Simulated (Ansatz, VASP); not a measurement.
# SrO: VASP beside Ansatz

The input INCAR:

```
SYSTEM = SrO
ALGO = Normal
EDIFF = 1E-6
ENCUT = 520
GGA = PE
ISIF = 2
ISMEAR = -1
LASPH = .True.
LCHARG = .True.
LELF = .True.
LREAL = .False.
LVHAR = .True.
LWAVE = .False.
NBANDS = 24
NELM = 100
PREC = Accurate
SIGMA = 0.05
```

Contents of KPOINTS:

```
k-points
0
Gamma
  7 7 5
  0 0 0
```

POSCAR

```
SrO
1.0
    4.3593202262      0.0000000000      0.0000000000
   -2.1796601131      3.7752820591      0.0000000000
    0.0000000000      0.0000000000      5.2567107590
Sr O
2 2
Direct
    0.6666666667      0.3333333333      0.4381277000
    0.3333333333      0.6666666667      0.9381277000
    0.6666666667      0.3333333333      0.9368723000
    0.3333333333      0.6666666667      0.4368723000
```

input.yaml

```yaml
crystal:
  lattice:
    - [4.3593202262, 0.0, 0.0]
    - [-2.1796601131, 3.7752820591, 0.0]
    - [0.0, 0.0, 5.256710759]
  atoms:
    - { symbol: Sr, position: [0.6666666667, 0.3333333333, 0.4381277] }
    - { symbol: Sr, position: [0.3333333333, 0.6666666667, 0.9381277] }
    - { symbol: O, position: [0.6666666667, 0.3333333333, 0.9368723] }
    - { symbol: O, position: [0.3333333333, 0.6666666667, 0.4368723] }
hamiltonian:
  xc: pbe
  pseudopotentials: { kind: paw }
kpoints:
  mp_grid: { grid: [7, 7, 5] }
scf:
  occupations: { method: fermi_dirac, width: 0.05 }
output:
  forces: true
  stress: true
  eigenvalues: true
```

Alike in both runs: task single point; functional PBE; k mesh 7 × 7 × 5; occupations fermi-dirac, width 0.05 eV; no spin polarisation.

|  | VASP | Ansatz |
| --- | --- | --- |
| version | VASP 6.6.1 | Ansatz 0.2.0 |
| potentials or method | VASP PAW PBE potentials, release 64 (Sr_sv, O) | Ansatz PAW |
| plane-wave cutoff (eV) | 520 | 420 |
| valence electrons in the cell | 32 | 32 |

Ansatz gave:

- gap on the k mesh at the Fermi level (eV): 2.46
- least direct gap on the mesh (eV): 2.46
- pressure (GPa): -2.8
- traceless stress, the component that is largest in VASP (GPa): -0.07
- rms of the force components (eV/Å): 0.005

Task: Estimate VASP's values.

Result: gap on the k mesh at the Fermi level (eV): 2.45; least direct gap on the mesh (eV): 2.45; pressure (GPa): -2.5; traceless stress, the component that is largest in VASP (GPa): -0.06; rms of the force components (eV/Å): 0.005.

Atom by atom the forces differ by 0.000 eV/Å (rms over components). The functional is the same, so the differences come from potentials, cutoffs and numerics.

Noted on Ansatz's run: odd divisions of the mesh miss points on the zone boundary, where band edges often lie, so the gap on the mesh can be too wide.
